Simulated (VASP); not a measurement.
# Sb (I4/mmm) in VASP: a series of runs

Sb is run at these levels: PBEsol; tasks: single point, relaxation of cell and atoms.

All numbers are computed with VASP 6.6.1; they aren't measurements. Logs are shortened: lines on timing, memory, paths and dates and some standing lists are left out, and cuts for length are marked.

## (1) The cell of the first run

Symmetry: I4/mmm, No. 139, tetragonal system. The conventional cell has a = 3.121 Å, b = 3.121 Å, c = 5.072 Å, α = 90.00°, β = 90.00°, γ = 90.00°. Sb (site symmetry 4/mmm) has 12 Sb at 3.12 to 3.36 Å within 4.1 Å.

## (2) Single point, PBEsol

Contents of INCAR:

```
PREC = Accurate
ENCUT = 520
EDIFF = 1E-6
ISMEAR = -1
SIGMA = 0.05
LREAL = False
LASPH = True
NELM = 100
ALGO = Normal
ISIF = 2
LWAVE = False
LCHARG = False
GGA = PS
NBANDS = 8
```

Contents of KPOINTS:

```
regular mesh
0
Gamma
  12 12 12
```

Contents of POSCAR:

```
Sb
1.0
   -1.5602991561      1.5602991561      2.5358570955
    1.5602991561     -1.5602991561      2.5358570955
    1.5602991561      1.5602991561     -2.5358570955
Sb
1
Direct
    0.0000000000      0.0000000000      0.0000000000
```

Potentials or basis: VASP PAW PBE potentials, release 64 (Sb).

Command:

```console
cat potpaw_PBE.64/Sb/POTCAR > POTCAR
mpirun -np 1 vasp_std > vasp.out
```

OUTCAR:

```text
PREC = Accurate
   ENCUT = 520
   EDIFF = 1E-6
   ISMEAR = -1
   LREAL = False
   LASPH = True
   NELM = 100
   ISIF = 2
   GGA = PS

 ion  position               nearest neighbor table
   1  0.000  0.000  0.000-

  LATTYP: Found a body centered tetragonal cell.
 ALAT       =     3.1205983122
 C/A-ratio  =     1.6252377537

  Lattice vectors:

 A1 = (  -1.5602991561,   1.5602991561,   2.5358570955)
 A2 = (   1.5602991561,  -1.5602991561,   2.5358570955)
 A3 = (   1.5602991561,   1.5602991561,  -2.5358570955)

Analysis of symmetry for initial positions (statically):
=====================================================================
 Subroutine PRICEL returns:
 Original cell was already a primitive cell.

 Routine SETGRP: Setting up the symmetry group for a
 body centered tetragonal supercell.

 Subroutine GETGRP returns: Found 16 space group operations
 (whereof 16 operations were pure point group operations)
 out of a pool of 16 trial point group operations.

The static configuration has the point symmetry D_4h.

Analysis of symmetry for dynamics (positions and initial velocities):
=====================================================================
 Subroutine PRICEL returns:
 Original cell was already a primitive cell.

 Routine SETGRP: Setting up the symmetry group for a
 body centered tetragonal supercell.

 Subroutine GETGRP returns: Found 16 space group operations
 (whereof 16 operations were pure point group operations)
 out of a pool of 16 trial point group operations.

The dynamic configuration has the point symmetry D_4h.

 Subroutine INISYM returns: Found 16 space group operations
 (whereof 16 operations are pure point group operations),
 and found     1 'primitive' translations

----------------------------------------------------------------------------------------

                                     Primitive cell

  volume of cell :      24.6945

  direct lattice vectors                    reciprocal lattice vectors
    -1.560299156  1.560299156  2.535857095     0.000000000  0.320451369  0.197171994
     1.560299156 -1.560299156  2.535857095     0.320451369  0.000000000  0.197171994
     1.560299156  1.560299156 -2.535857095     0.320451369  0.320451369  0.000000000

  length of vectors
     3.361493436  3.361493436  3.361493436     0.376252408  0.376252408  0.453186672

  position of ions in fractional coordinates (direct lattice)
     0.000000000  0.000000000  0.000000000

  ion indices of the primitive-cell ions
   primitive index   ion index
                 1           1

----------------------------------------------------------------------------------------

 KPOINTS: regular mesh

Automatic generation of k-mesh.
 Grid dimensions read from file:
 generate k-points for:   12   12   12

 Generating k-lattice:

  Cartesian coordinates                     Fractional coordinates (reciprocal lattice)
     0.000000000  0.026704281  0.016430999     0.083333333 -0.000000000  0.000000000
     0.026704281  0.000000000  0.016430999    -0.000000000  0.083333333  0.000000000
     0.026704281  0.026704281  0.000000000     0.000000000  0.000000000  0.083333333

  Length of vectors
     0.031354367  0.031354367  0.037765556

  Shift w.r.t. Gamma in fractional coordinates (k-lattice)
     0.000000000  0.000000000  0.000000000

 Subroutine IBZKPT returns following result:
 ===========================================

 Found    163 irreducible k-points:

 Following reciprocal coordinates:
            Coordinates               Weight
  0.000000  0.000000  0.000000      1.000000
  0.083333  0.000000 -0.000000      8.000000
  0.166667 -0.000000  0.000000      8.000000
  0.250000  0.000000  0.000000      8.000000
  0.333333  0.000000 -0.000000      8.000000
  0.416667  0.000000 -0.000000      8.000000
[... 16 lines left out ...]
  0.500000  0.166667 -0.000000     16.000000
 -0.416667  0.166667  0.000000     16.000000
 [... further k-points ...]
   k-points           NKPTS =    163   k-points in BZ     NKDIM =    163   number of bands    NBANDS=      8
   number of dos      NEDOS =    301   number of ions     NIONS =      1
   total plane-waves  NPLWV =  21952
   dimension x,y,z NGX =    28 NGY =   28 NGZ =   28
   dimension x,y,z NGXF=    56 NGYF=   56 NGZF=   56
   ions per type =               1
   NGX,Y,Z   is equivalent  to a cutoff of  13.85, 13.85, 13.85 a.u.
   NGXF,Y,Z  is equivalent  to a cutoff of  27.70, 27.70, 27.70 a.u.
 SYSTEM =  unknown system
   PREC   = accura    normal or accurate (medium, high low for compatibility)
   ISTART =      0    job   : 0-new  1-cont  2-samecut
   ICHARG =      2    charge: 1-file 2-atom 10-const
   ISPIN  =      1    spin polarized calculation?
   LNONCOLLINEAR =      F non collinear calculations
   LSORBIT =      F    spin-orbit coupling
   LASPH  =      T    aspherical Exc in radial PAW
   ENCUT  =  520.0 eV  38.22 Ry    6.18 a.u.   6.25  6.25  6.25*2*pi/ulx,y,z
   NELM   =    100;   NELMIN=  2; NELMDL= -5     # of ELM steps
   EDIFF  = 0.1E-05   stopping-criterion for ELM
   LREAL  =      F    real-space projection
[... 7 lines left out ...]
   TEBEG  =    0.0;   TEEND  =   0.0 temperature during run
   PSTRESS=    0.0 pullay stress
   NELECT =       5.0000    total number of electrons
   NUPDOWN=      -1.0000    fix difference up-down
   EMIN   =  10.00;   EMAX   =-10.00  energy-range for DOS
   EFERMI =   0.00;   METHOD = LEGACY
   ISMEAR =    -1;   SIGMA  =   0.05  broadening in eV -4-tet -1-fermi 0-gaus
   EFERMI_NEDOS =   21; number of points for ismear=-14 and -15
   IALGO  =     38    algorithm
   IMIX   =      4    mixing-type and parameters
     AMIX     =   0.40;   BMIX     =  1.00
     AMIX_MAG =   1.60;   BMIX_MAG =  1.00
  volume/ion in A,a.u.               =      24.69       166.65
  Fermi-wavevector in a.u.,A,eV,Ry     =   0.961313  1.816618 12.573443  0.924122
  Thomas-Fermi vector in A             =   2.090674
   LORBIT       =      0    0 simple, 1 ext, 2 COOP (PROOUT), +10 PAW based schemes
   GGA     = PS    functional components
   LHFCALC =     F    Hartree Fock is set to
   AEXX    =    0.0000 exact exchange contribution
   IVDW    =     0    specifies the selected vdW correction
   LEPSILON=     F    determine dielectric tensor
   LRPA    =     F    only Hartree local field effects (RPA)
 non-spin polarized calculation
  energy-cutoff  :      520.00
  volume of cell :       24.69
 maximum number of plane-waves:       680
 NGX is ok and might be reduce to    28
   NGX = 13   NGY = 13   NGZ = 13

 number of electron       5.0000000 magnetization

 Free energy of the ion-electron system (eV)
  ---------------------------------------------------
  ext. energy  EPLUGINS =         0.00000000
  ---------------------------------------------------
  free energy    TOTEN  =        -4.29725305 eV

  energy without entropy =       -4.29292205  energy(sigma->0) =       -4.29508755

 E-fermi :   9.5388     XC(G=0): -10.7064

 val. band max:        9.4762809474   @ k =   0.4167   0.4167   0.0833
 cond. band min:       9.5433343784   @ k =  -0.3333   0.5000   0.0833
 fundamental gap:      0.0670534309
 Fermi energy:         9.5387871662

 k-point     1 :       0.0000    0.0000    0.0000
  band No.  band energies     occupation
      1      -4.1096      2.00000
      2      15.3006      0.00000
      3      15.5632      0.00000
      4      15.5632      0.00000
      5      19.3934      0.00000
      6      20.0109      0.00000
      7      20.3252      0.00000
      8      20.3252      0.00000

 k-point     2 :       0.0833    0.0000   -0.0000
  band No.  band energies     occupation
      1      -3.9593      2.00000
      2      14.0985      0.00000
      3      15.0078      0.00000
      4      15.4787      0.00000
      5      18.8726      0.00000
      6      19.8166      0.00000
      7      20.6026      0.00000
      8      20.8739      0.00000

 k-point     3 :       0.1667   -0.0000    0.0000
  band No.  band energies     occupation
      1      -3.5094      2.00000
      2      11.4922      0.00000
      3      14.2203      0.00000
      4      15.2926      0.00000
      5      18.1679      0.00000
      6      19.4038      0.00000
      7      21.3031      0.00000
      8      21.6288      0.00000

 k-point     4 :       0.2500    0.0000    0.0000
  band No.  band energies     occupation
      1      -2.7666      2.00000
      2       8.7987      2.00000
      3      13.3986      0.00000
      4      15.1159      0.00000
      5      17.5338      0.00000
      6      19.0485      0.00000
      7      21.6437      0.00000
      8      22.5752      0.00000

 k-point     5 :       0.3333    0.0000   -0.0000
  band No.  band energies     occupation
      1      -1.7535      2.00000
      2       6.3146      2.00000
      3      12.7282      0.00000
      4      15.0057      0.00000
      5      17.0218      0.00000
      6      19.0117      0.00000
      7      20.9274      0.00000
      8      21.4706      0.00000
[... 177 lines left out ...]
 k-point    22 :       0.4167    0.1667   -0.0000
  band No.  band energies     occupation
      1       0.5025      2.00000
      2       3.9879      2.00000
      3      10.5860      0.00000
      4      12.0057      0.00000
      5      16.4273      0.00000
      6      18.7634      0.00000
      7      22.2227      0.00000
      8      24.3730      0.00000

 k-point    23 :       0.5000    0.1667   -0.0000
  band No.  band energies     occupation
      1       0.4399      2.00000
      2       4.0632      2.00000
      3      10.8894      0.00000
      4      12.0273      0.00000
      5      16.0900      0.00000
      6      18.8279      0.00000
      7      22.1165      0.00000
      8      23.2783      0.00000

 k-point    24 :      -0.4167    0.1667    0.0000
  band No.  band energies     occupation
      1      -0.6777      2.00000
      2       5.7796      2.00000
      3      11.2444      0.00000
      4      12.3658      0.00000
      5      16.1589      0.00000
      6      18.9928      0.00000
      7      20.5615      0.00000
      8      23.5717      0.00000

 [... further k-points ...]
[... 5 lines left out ...]
  --------------------------------------------------------------------------------------
  -------------------------------------------------------------------------------------
  Total        0.7743765      0.7743765      0.7759050      0.0000000      0.0000000      0.0000000
  in kB       50.2414577     50.2414577     50.3406253      0.0000000      0.0000000      0.0000000
  external PRESSURE =      50.2745136 kB  Pullay stress =       0.0000000 kB

 VOLUME and BASIS-vectors are now :
 -----------------------------------------------------------------------------
  energy-cutoff  :      520.00
  volume of cell :       24.69
      direct lattice vectors                 reciprocal lattice vectors
    -1.560299156  1.560299156  2.535857095     0.000000000  0.320451369  0.197171994
     1.560299156 -1.560299156  2.535857095     0.320451369  0.000000000  0.197171994
     1.560299156  1.560299156 -2.535857095     0.320451369  0.320451369  0.000000000

 POSITION                                       TOTAL-FORCE (eV/Angst)
 -----------------------------------------------------------------------------------
      0.00000      0.00000      0.00000        -0.000000      0.000000      0.000000
 -----------------------------------------------------------------------------------
    total drift:                                0.000000      0.000000      0.000000

  FREE ENERGIE OF THE ION-ELECTRON SYSTEM (eV)
  ---------------------------------------------------
  free  energy   TOTEN  =        -4.2972530530 eV

  energy  without entropy=       -4.2929220515  energy(sigma->0) =       -4.29508755
```

It took 42 s on 1 thread of Intel Xeon 8259CL, shared host; peak memory 0.18 GiB.

Results:

```
Free energy            : -4.2973 eV
Pressure               : 5.0 GPa
Band gap on the k mesh : zero (an odd number of electrons rules out a gap without spin polarisation)
```

Levels at points of the mesh, in eV from the Fermi level:
| k point | band 1 | band 2 | band 3 | band 4 | band 5 | band 6 | band 7 | band 8 |
| --- | --- | --- | --- | --- | --- | --- | --- | --- |
| (0.00, 0.00, 0.00) | -13.65 | 5.76 | 6.02 | 6.02 | 9.85 | 10.47 | 10.79 | 10.79 |
| (0.50, 0.00, 0.00) | -9.35 | -6.38 | 2.61 | 5.41 | 7.05 | 10.16 | 10.25 | 10.57 |
| (0.50, 0.50, 0.00) | -6.77 | -4.98 | -0.68 | 0.49 | 3.64 | 4.33 | 17.12 | 17.49 |
| (0.50, 0.50, 0.50) | -8.89 | -6.06 | 1.72 | 1.72 | 5.57 | 5.72 | 18.62 | 18.92 |

Caveat: the cell stands under pressure; the PAW data sets were made with another functional, which shifts forces and pressure a little; spin-orbit coupling is left out, which moves the levels of the heavy elements.

## (3) Single point, PBEsol

This run uses another cell than the first one, of 26.32 Å³/atom.

Contents of INCAR:

```
  ALGO = Normal
  EDIFF = 1E-6
  ENCUT = 520
  GGA = PS
  ISIF = 2
  ISMEAR = -1
  LASPH = T
  LCHARG = F
  LREAL = F
  LWAVE = F
  NBANDS = 8
  NELM = 100
  PREC = Accurate
  SIGMA = 0.05
```

Contents of KPOINTS:

```
k-points
0
Gamma
  12 12 12
```

Contents of POSCAR:

```
Sb
1.0
   -1.5897896072      1.5897896072      2.6034862014
    1.5897896072     -1.5897896072      2.6034862014
    1.5897896072      1.5897896072     -2.6034862014
Sb
1
Direct
    0.0000000000      0.0000000000      0.0000000000
```

Potentials or basis: VASP PAW PBE potentials, release 64 (Sb).

Command:

```console
cat potpaw_PBE.64/Sb/POTCAR > POTCAR
mpirun -np 1 vasp_std > vasp.out
```

It took 44 s on 1 thread of Intel Xeon 8259CL, shared host; peak memory 0.18 GiB.

The run converged. Its results:

```
Free energy            : -4.3213 eV
Pressure               : 0.0 GPa
Band gap on the k mesh : zero (an odd number of electrons rules out a gap without spin polarisation)
```

Levels at points of the mesh, in eV from the Fermi level:
```
           k point  band 1  band 2  band 3  band 4  band 5  band 6  band 7  band 8
(0.00, 0.00, 0.00)  -13.13    5.19    5.54    5.54    9.60   10.49   10.59   10.59
(0.50, 0.00, 0.00)   -9.20   -5.96    2.32    5.05    6.75    9.93   10.16   10.41
(0.50, 0.50, 0.00)   -6.85   -4.65   -0.71    0.49    3.59    4.35   16.62   16.96
(0.50, 0.50, 0.50)   -8.88   -5.68    1.69    1.69    5.58    5.62   18.23   18.50
```

Caveat: the PAW data sets were made with another functional, which shifts forces and pressure a little; spin-orbit coupling is left out, which moves the levels of the heavy elements.

## (4) Relaxation of cell and atoms, PBEsol

This run uses another cell than the first one, of 26.96 Å³/atom.

Contents of INCAR:

```
PREC     = Accurate       # precision mode
ENCUT    = 600            # plane-wave cutoff, eV
EDIFF    = 1E-7           # SCF threshold, eV
ISMEAR   = -1             # smearing method
SIGMA    = 0.05           # smearing width, eV
LREAL    = False          # projectors in reciprocal space
LASPH    = True           # aspherical terms in the spheres
NELM     = 80             # most SCF steps
ALGO     = Normal         # electronic algorithm
ISIF     = 3              # what is computed and relaxed
LWAVE    = False          # write WAVECAR
LCHARG   = False          # write CHGCAR
GGA      = PS             # functional
IBRION   = 2              # ionic algorithm
NSW      = 80             # ionic steps
EDIFFG   = -0.005         # ionic threshold
```

Contents of KPOINTS:

```
Automatic mesh
0
Gamma
  12 12 12
```

Contents of POSCAR:

```
Sb
1.0
   -1.5765401831      1.5765401831      2.7119384313
    1.5765401831     -1.5765401831      2.7119384313
    1.5765401831      1.5765401831     -2.7119384313
Sb
1
Direct
    0.0000000000      0.0000000000      0.0000000000
```

Command:

```console
cat potpaw_PBE.64/Sb/POTCAR > POTCAR
mpirun -np 1 vasp_std > vasp.out
```

Run time: 4.1 min. Hardware: 1 thread of Intel Xeon 8259CL, shared host; peak memory 0.19 GiB.

Results (log left out):

```
Free energy                           : -4.3213 eV
Relaxed volume                        : 26.32 Å³/atom
Relaxed cell                          : a = 3.439 Å, b = 3.439 Å, c = 3.439 Å, α = 124.92°, β = 124.92°, γ = 81.67°
Space group after relaxing (to 0.1 Å) : I4/mmm (No. 139)
Energy gained by relaxing             : 6.1 meV/atom
Ionic steps                           : 11
Pressure after relaxing               : 0.0 GPa
Band gap on the k mesh                : zero (an odd number of electrons rules out a gap without spin polarisation)
```

The path:
```
step  energy change (eV)  largest force (eV/Å)  pressure (GPa)  volume (Å³)
   1              0.0000                0.0000           -1.27        26.96
   2             -0.0020                0.0000            0.77        26.14
   3             -0.0024                0.0000            0.12        26.39
   4             -0.0034                0.0000            0.14        26.35
   5             -0.0056                0.0000            0.28        26.24
   6             -0.0008                0.0000            0.74        25.98
   7             -0.0059                0.0000            0.34        26.20
   8             -0.0059                0.0000            0.39        26.17
   9             -0.0053                0.0000           -0.71        26.58
  10             -0.0061                0.0000            0.04        26.30
  11             -0.0061                0.0000            0.01        26.32
```

Final structure:
```yaml
crystal:
  lattice:
    - [-1.59012, 1.59012, 2.60188]
    - [1.59012, -1.59012, 2.60188]
    - [1.59012, 1.59012, -2.60188]
  atoms:
    - { symbol: Sb, position: [0.00000, 0.00000, 0.00000] }
```

Levels at points of the mesh, in eV from the Fermi level:
```csv
k point,band 1,band 2,band 3,band 4,band 5,band 6
"(0.00, 0.00, 0.00)",-13.13,5.19,5.54,5.54,9.60,10.48
"(0.50, 0.00, 0.00)",-9.21,-5.97,2.33,5.05,6.76,9.92
"(0.50, 0.50, 0.00)",-6.86,-4.65,-0.70,0.49,3.59,4.35
"(0.50, 0.50, 0.50)",-8.87,-5.68,1.69,1.69,5.57,5.61
```

Caveat: the PAW data sets were made with another functional, which shifts forces and pressure a little; spin-orbit coupling is left out, which moves the levels of the heavy elements.

(Continued in part 2 of 2.)

The gap in the log of VASP goes by the Fermi energy; the results here count the filled bands.